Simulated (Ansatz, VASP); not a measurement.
## Two plane-wave programs on As

File INCAR:

```
PREC     = Accurate       # precision mode
ENCUT    = 520            # plane-wave cutoff, eV
EDIFF    = 1E-6           # SCF threshold, eV
ISMEAR   = -1             # smearing method
SIGMA    = 0.1            # smearing width, eV
LREAL    = False          # projectors in reciprocal space
LASPH    = True           # aspherical terms in the spheres
NELM     = 80             # most SCF steps
ALGO     = Normal         # electronic algorithm
ISIF     = 2              # what is computed and relaxed
LWAVE    = False          # write WAVECAR
LCHARG   = False          # write CHGCAR
GGA      = PS             # functional
NBANDS   = 12             # bands
```

Contents of KPOINTS:

```
Automatic mesh
0
Gamma
  10 10 10
```

File POSCAR:

```
As
1.0
    0.0000000000      3.0465994010      3.0465994010
    3.0465994010      0.0000000000      3.0465994010
    3.0465994010      3.0465994010      0.0000000000
As
2
Direct
    0.1250000000      0.1250000000      0.1250000000
    0.8750000000      0.8750000000      0.8750000000
```

Input for Ansatz:

```yaml
crystal:
  lattice:
    - [0.0, 3.046599401, 3.046599401]
    - [3.046599401, 0.0, 3.046599401]
    - [3.046599401, 3.046599401, 0.0]
  atoms:
    - { symbol: As, position: [0.125, 0.125, 0.125] }
    - { symbol: As, position: [0.875, 0.875, 0.875] }
hamiltonian:
  xc: pbesol
  pseudopotentials:
    kind: paw
    azcp:
      As: "pseudopotentials/As.paw.azcp"
basis:
  ecutwfc: 420
  fft_grid_basis: typed
kpoints:
  mp_grid: { grid: [10, 10, 10], shift: [0, 0, 0] }
magnetization:
  spin_polarized: false
scf:
  occupations: { method: fermi_dirac, width: 0.1 }
  lower_state_search: "off"
output:
  stress: true
```

Alike in both runs: task single point; functional PBEsol; k mesh 10 × 10 × 10; occupations fermi-dirac, width 0.1 eV; no spin polarisation.

|  | VASP | Ansatz |
| --- | --- | --- |
| version | VASP 6.6.1 | Ansatz 0.2.0 |
| potentials or method | VASP PAW PBE potentials, release 64 (As), cutoff 520 eV | plane waves (420 eV) with PAW, scalar-relativistic |
| valence electrons in the cell | 10 | 30 |

|  | VASP | Ansatz | Ansatz less VASP |
| --- | --- | --- | --- |
| pressure (GPa) | -1.8 | -2.0 | -0.17 |

VASP's potentials were made for PBE, not for PBEsol, and Ansatz warns of the same on its side. The functional is the same, so the differences come from potentials, cutoffs and numerics. VASP's potentials hold 10 valence electrons a cell and Ansatz's 30, so a difference there can come from the potentials and not from the codes.
